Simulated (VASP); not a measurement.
# K (Im-3m) in VASP: notebook

The runs below take K through single point, with PBEsol.

Everything below comes from runs of VASP 6.6.1. Logs are shortened: lines on timing, memory, paths and dates and some standing lists are left out, and cuts for length are marked.

## 1. The cell of the first run

It takes space group Im-3m (No. 229, cubic). Conventional cell: a = 5.236 Å, b = 5.236 Å, c = 5.236 Å, α = 90.00°, β = 90.00°, γ = 90.00°.

## 2. Single point, PBEsol

Contents of INCAR:

```
SYSTEM = K
ALGO = Normal
EDIFF = 1E-7
ENCUT = 520
GGA = PS
ISIF = 2
ISMEAR = -1
LASPH = .True.
LCHARG = .False.
LREAL = .False.
LWAVE = .False.
NBANDS = 10
NELM = 80
PREC = Accurate
SIGMA = 0.08
```

Contents of KPOINTS:

```
k-points
0
Gamma
  10 10 10
  0 0 0
```

Contents of POSCAR:

```
K
1.0
   -2.6180000000      2.6180000000      2.6180000000
    2.6180000000     -2.6180000000      2.6180000000
    2.6180000000      2.6180000000     -2.6180000000
K
1
Direct
    0.0000000000      0.0000000000      0.0000000000
```

Potentials or basis: VASP PAW PBE potentials, release 64 (K_sv).

On the command line:

```console
$ cat potpaw_PBE.64/K_sv/POTCAR > POTCAR
$ mpirun -np 1 vasp_std > vasp.out
```

OUTCAR:

```text
SYSTEM = K
   EDIFF = 1E-7
   ENCUT = 520
   GGA = PS
   ISIF = 2
   ISMEAR = -1
   LASPH = .True.
   LREAL = .False.
   NELM = 80
   PREC = Accurate

 ion  position               nearest neighbor table
   1  0.000  0.000  0.000-

  LATTYP: Found a body centered cubic cell.
 ALAT       =     5.2360000000

  Lattice vectors:

 A1 = (  -2.6180000000,   2.6180000000,   2.6180000000)
 A2 = (   2.6180000000,  -2.6180000000,   2.6180000000)
 A3 = (   2.6180000000,   2.6180000000,  -2.6180000000)

Analysis of symmetry for initial positions (statically):
=====================================================================
 Subroutine PRICEL returns:
 Original cell was already a primitive cell.

 Routine SETGRP: Setting up the symmetry group for a
 body centered cubic supercell.

 Subroutine GETGRP returns: Found 48 space group operations
 (whereof 48 operations were pure point group operations)
 out of a pool of 48 trial point group operations.

The static configuration has the point symmetry O_h .

Analysis of symmetry for dynamics (positions and initial velocities):
=====================================================================
 Subroutine PRICEL returns:
 Original cell was already a primitive cell.

 Routine SETGRP: Setting up the symmetry group for a
 body centered cubic supercell.

 Subroutine GETGRP returns: Found 48 space group operations
 (whereof 48 operations were pure point group operations)
 out of a pool of 48 trial point group operations.

The dynamic configuration has the point symmetry O_h .

 Subroutine INISYM returns: Found 48 space group operations
 (whereof 48 operations are pure point group operations),
 and found     1 'primitive' translations

----------------------------------------------------------------------------------------

                                     Primitive cell

  volume of cell :      71.7743

  direct lattice vectors                    reciprocal lattice vectors
    -2.618000000  2.618000000  2.618000000     0.000000000  0.190985485  0.190985485
     2.618000000 -2.618000000  2.618000000     0.190985485  0.000000000  0.190985485
     2.618000000  2.618000000 -2.618000000     0.190985485  0.190985485  0.000000000

  length of vectors
     4.534509014  4.534509014  4.534509014     0.270094263  0.270094263  0.270094263

  position of ions in fractional coordinates (direct lattice)
     0.000000000  0.000000000  0.000000000

  ion indices of the primitive-cell ions
   primitive index   ion index
                 1           1

----------------------------------------------------------------------------------------

 KPOINTS: k-points

Automatic generation of k-mesh.
 Grid dimensions read from file:
 generate k-points for:   10   10   10

 Generating k-lattice:

  Cartesian coordinates                     Fractional coordinates (reciprocal lattice)
     0.000000000  0.019098549  0.019098549     0.100000000  0.000000000  0.000000000
     0.019098549  0.000000000  0.019098549     0.000000000  0.100000000  0.000000000
     0.019098549  0.019098549  0.000000000     0.000000000  0.000000000  0.100000000

  Length of vectors
     0.027009426  0.027009426  0.027009426

  Shift w.r.t. Gamma in fractional coordinates (k-lattice)
     0.000000000  0.000000000  0.000000000

 Subroutine IBZKPT returns following result:
 ===========================================

 Found     47 irreducible k-points:

 Following reciprocal coordinates:
            Coordinates               Weight
  0.000000  0.000000  0.000000      1.000000
  0.100000  0.000000  0.000000     12.000000
  0.200000  0.000000  0.000000     12.000000
  0.300000  0.000000  0.000000     12.000000
  0.400000  0.000000  0.000000     12.000000
  0.500000  0.000000  0.000000      6.000000
[... 16 lines left out ...]
  0.300000  0.300000  0.100000      8.000000
 -0.300000  0.300000  0.100000     24.000000
 [... further k-points ...]
   k-points           NKPTS =     47   k-points in BZ     NKDIM =     47   number of bands    NBANDS=     10
   number of dos      NEDOS =    301   number of ions     NIONS =      1
   total plane-waves  NPLWV =  46656
   dimension x,y,z NGX =    36 NGY =   36 NGZ =   36
   dimension x,y,z NGXF=    72 NGYF=   72 NGZF=   72
   ions per type =               1
   NGX,Y,Z   is equivalent  to a cutoff of  13.20, 13.20, 13.20 a.u.
   NGXF,Y,Z  is equivalent  to a cutoff of  26.40, 26.40, 26.40 a.u.
 SYSTEM =  K
   PREC   = accura    normal or accurate (medium, high low for compatibility)
   ISTART =      0    job   : 0-new  1-cont  2-samecut
   ICHARG =      2    charge: 1-file 2-atom 10-const
   ISPIN  =      1    spin polarized calculation?
   LNONCOLLINEAR =      F non collinear calculations
   LSORBIT =      F    spin-orbit coupling
   LASPH  =      T    aspherical Exc in radial PAW
   ENCUT  =  520.0 eV  38.22 Ry    6.18 a.u.   8.43  8.43  8.43*2*pi/ulx,y,z
   NELM   =     80;   NELMIN=  2; NELMDL= -5     # of ELM steps
   EDIFF  = 0.1E-06   stopping-criterion for ELM
   LREAL  =      F    real-space projection
   EDIFFG = 0.1E-05   stopping-criterion for IOM
   NSW    =      0    number of steps for IOM
   IBRION =     -1    ionic relax: 0-MD 1-quasi-New 2-CG
   NFREE  =      0    steps in history (QN), initial steepest desc. (CG)
   ISIF   =      2    stress and relaxation
   ISYM   =      2    0-nonsym 1-usesym 2-fastsym
   POTIM  = 0.5000    time-step for ionic-motion
   TEBEG  =    0.0;   TEEND  =   0.0 temperature during run
   PSTRESS=    0.0 pullay stress
   NELECT =       9.0000    total number of electrons
   NUPDOWN=      -1.0000    fix difference up-down
   EMIN   =  10.00;   EMAX   =-10.00  energy-range for DOS
   EFERMI =   0.00;   METHOD = LEGACY
   ISMEAR =    -1;   SIGMA  =   0.08  broadening in eV -4-tet -1-fermi 0-gaus
   EFERMI_NEDOS =   21; number of points for ismear=-14 and -15
   IALGO  =     38    algorithm
   IMIX   =      4    mixing-type and parameters
     AMIX     =   0.40;   BMIX     =  1.00
     AMIX_MAG =   1.60;   BMIX_MAG =  1.00
  volume/ion in A,a.u.               =      71.77       484.36
  Fermi-wavevector in a.u.,A,eV,Ry     =   0.819406  1.548454  9.135317  0.671427
  Thomas-Fermi vector in A             =   1.930206
   LORBIT       =      0    0 simple, 1 ext, 2 COOP (PROOUT), +10 PAW based schemes
   GGA     = PS    functional components
   LHFCALC =     F    Hartree Fock is set to
   AEXX    =    0.0000 exact exchange contribution
   IVDW    =     0    specifies the selected vdW correction
   LEPSILON=     F    determine dielectric tensor
   LRPA    =     F    only Hartree local field effects (RPA)
 non-spin polarized calculation
  energy-cutoff  :      520.00
  volume of cell :       71.77
 maximum number of plane-waves:      1961
 NGX is ok and might be reduce to    36
   NGX = 17   NGY = 17   NGZ = 17

 number of electron       9.0000001 magnetization

 Free energy of the ion-electron system (eV)
  ---------------------------------------------------
  ext. energy  EPLUGINS =         0.00000000
  ---------------------------------------------------
  free energy    TOTEN  =        -1.13999083 eV

  energy without entropy =       -1.12187473  energy(sigma->0) =       -1.13093278

 E-fermi :  -0.1166     XC(G=0):  -5.7575

 val. band max:       -0.1252619943   @ k =   0.3000   0.2000  -0.0000
 cond. band min:      -0.0297457108   @ k =  -0.4000   0.4000   0.2000
 fundamental gap:      0.0955162835
 Fermi energy:        -0.1165808868

 k-point     1 :       0.0000    0.0000    0.0000
  band No.  band energies     occupation
      1     -32.0921      2.00000
      2     -15.6002      2.00000
      3     -15.6002      2.00000
      4     -15.6002      2.00000
      5      -2.3078      2.00000
      6       4.2052      0.00000
      7       4.2052      0.00000
      8       4.2052      0.00000
      9       5.1411      0.00000
     10       5.1411      0.00000

 k-point     2 :       0.1000    0.0000    0.0000
  band No.  band energies     occupation
      1     -32.0917      2.00000
      2     -15.6075      2.00000
      3     -15.6026      2.00000
      4     -15.6002      2.00000
      5      -2.1810      2.00000
      6       4.0049      0.00000
      7       4.0439      0.00000
      8       4.3074      0.00000
      9       4.9421      0.00000
     10       5.1095      0.00000

 k-point     3 :       0.2000    0.0000    0.0000
  band No.  band energies     occupation
      1     -32.0905      2.00000
      2     -15.6264      2.00000
      3     -15.6089      2.00000
      4     -15.6002      2.00000
      5      -1.8091      2.00000
      6       3.2891      0.00000
      7       3.6985      0.00000
      8       4.6096      0.00000
      9       4.9093      0.00000
     10       5.0779      0.00000

 k-point     4 :       0.3000    0.0000    0.0000
  band No.  band energies     occupation
      1     -32.0890      2.00000
      2     -15.6495      2.00000
      3     -15.6167      2.00000
      4     -15.6001      2.00000
      5      -1.2174      2.00000
      6       2.3699      0.00000
      7       3.3630      0.00000
      8       4.9879      0.00000
      9       5.0988      0.00000
     10       5.1460      0.00000

 k-point     5 :       0.4000    0.0000    0.0000
  band No.  band energies     occupation
      1     -32.0879      2.00000
      2     -15.6680      2.00000
      3     -15.6229      2.00000
      4     -15.6001      2.00000
      5      -0.4486      1.96898
      6       1.4181      0.00000
      7       3.1362      0.00000
      8       4.9068      0.00000
      9       5.3693      0.00000
     10       5.7536      0.00000

 k-point     6 :       0.5000    0.0000    0.0000
  band No.  band energies     occupation
      1     -32.0874      2.00000
      2     -15.6750      2.00000
      3     -15.6253      2.00000
      4     -15.6001      2.00000
      5       0.3287      0.00763
      6       0.5840      0.00031
      7       3.0573      0.00000
      8       4.8127      0.00000
      9       5.6783      0.00000
     10       5.9066      0.00000

 k-point     7 :       0.1000    0.1000    0.0000
  band No.  band energies     occupation
      1     -32.0909      2.00000
      2     -15.6205      2.00000
      3     -15.6052      2.00000
      4     -15.6019      2.00000
      5      -1.9316      2.00000
      6       3.5972      0.00000
      7       3.7245      0.00000
      8       4.4959      0.00000
      9       4.7666      0.00000
     10       5.2180      0.00000

 k-point     8 :       0.2000    0.1000    0.0000
  band No.  band energies     occupation
      1     -32.0895      2.00000
      2     -15.6403      2.00000
      3     -15.6128      2.00000
      4     -15.6026      2.00000
      5      -1.4492      2.00000
      6       2.8292      0.00000
      7       3.3393      0.00000
      8       4.7693      0.00000
      9       4.8441      0.00000
     10       5.3620      0.00000

 k-point     9 :       0.3000    0.1000    0.0000
  band No.  band energies     occupation
      1     -32.0882      2.00000
      2     -15.6594      2.00000
      3     -15.6213      2.00000
      4     -15.6028      2.00000
      5      -0.7666      1.99941
      6       1.9316      0.00000
      7       3.0547      0.00000
      8       4.7762      0.00000
      9       5.2650      0.00000
     10       5.5075      0.00000
[... 118 lines left out ...]
 k-point    19 :      -0.1000    0.1000    0.1000
  band No.  band energies     occupation
      1     -32.0912      2.00000
      2     -15.6095      2.00000
      3     -15.6050      2.00000
      4     -15.6050      2.00000
      5      -2.0555      2.00000
      6       3.9565      0.00000
      7       3.9565      0.00000
      8       4.3562      0.00000
      9       4.4192      0.00000
     10       5.3462      0.00000

 k-point    20 :       0.2000    0.2000    0.1000
  band No.  band energies     occupation
      1     -32.0878      2.00000
      2     -15.6598      2.00000
      3     -15.6227      2.00000
      4     -15.6115      2.00000
      5      -0.3288      1.86828
      6       1.9767      0.00000
      7       2.2889      0.00000
      8       4.3961      0.00000
      9       5.3800      0.00000
     10       5.6267      0.00000

 k-point    21 :       0.3000    0.2000    0.1000
  band No.  band energies     occupation
      1     -32.0873      2.00000
      2     -15.6592      2.00000
      3     -15.6334      2.00000
      4     -15.6132      2.00000
      5       0.4666      0.00136
      6       1.2962      0.00000
      7       2.0539      0.00000
      8       3.9924      0.00000
      9       5.5180      0.00000
     10       5.7015      0.00000

 k-point    22 :      -0.2000    0.2000    0.1000
  band No.  band energies     occupation
      1     -32.0901      2.00000
      2     -15.6263      2.00000
      3     -15.6114      2.00000
      4     -15.6061      2.00000
      5      -1.6874      2.00000
      6       3.3281      0.00000
      7       3.6762      0.00000
      8       4.2318      0.00000
      9       4.6268      0.00000
     10       5.4995      0.00000

 k-point    23 :       0.3000    0.3000    0.1000
  band No.  band energies     occupation
      1     -32.0871      2.00000
      2     -15.6470      2.00000
      3     -15.6470      2.00000
      4     -15.6156      2.00000
      5       1.1401      0.00000
      6       1.1401      0.00000
      7       1.5123      0.00000
      8       3.7471      0.00000
      9       5.6158      0.00000
     10       5.6158      0.00000

 k-point    24 :      -0.3000    0.3000    0.1000
  band No.  band energies     occupation
      1     -32.0887      2.00000
      2     -15.6485      2.00000
      3     -15.6193      2.00000
      4     -15.6058      2.00000
      5      -1.1016      1.99999
      6       2.4205      0.00000
      7       3.3754      0.00000
      8       4.2848      0.00000
      9       5.1019      0.00000
     10       5.5283      0.00000

 [... further k-points ...]
[... 5 lines left out ...]
  --------------------------------------------------------------------------------------
  -------------------------------------------------------------------------------------
  Total       -0.0194193     -0.0194193     -0.0194193     -0.0000000     -0.0000000      0.0000000
  in kB       -0.4334852     -0.4334852     -0.4334852     -0.0000000     -0.0000000      0.0000000
  external PRESSURE =      -0.4334852 kB  Pullay stress =       0.0000000 kB

 VOLUME and BASIS-vectors are now :
 -----------------------------------------------------------------------------
  energy-cutoff  :      520.00
  volume of cell :       71.77
      direct lattice vectors                 reciprocal lattice vectors
    -2.618000000  2.618000000  2.618000000     0.000000000  0.190985485  0.190985485
     2.618000000 -2.618000000  2.618000000     0.190985485  0.000000000  0.190985485
     2.618000000  2.618000000 -2.618000000     0.190985485  0.190985485  0.000000000

 POSITION                                       TOTAL-FORCE (eV/Angst)
 -----------------------------------------------------------------------------------
      0.00000      0.00000      0.00000        -0.000000      0.000000      0.000000
 -----------------------------------------------------------------------------------
    total drift:                               -0.000000     -0.000000      0.000000

  FREE ENERGIE OF THE ION-ELECTRON SYSTEM (eV)
  ---------------------------------------------------
  free  energy   TOTEN  =        -1.1399908286 eV

  energy  without entropy=       -1.1218747253  energy(sigma->0) =       -1.13093278
```

Wall time 49 s (1 thread of AMD EPYC 7R13, shared host); peak memory 0.18 GiB.

Results:

```yaml
Free_energy: -1.1400 eV
Pressure: 0.0 GPa
Band_gap_on_the_k_mesh: zero (an odd number of electrons rules out a gap without spin polarisation)
```

Caveat: the PAW data sets were made with another functional, which shifts forces and pressure a little.

[end of part 1 of 2]
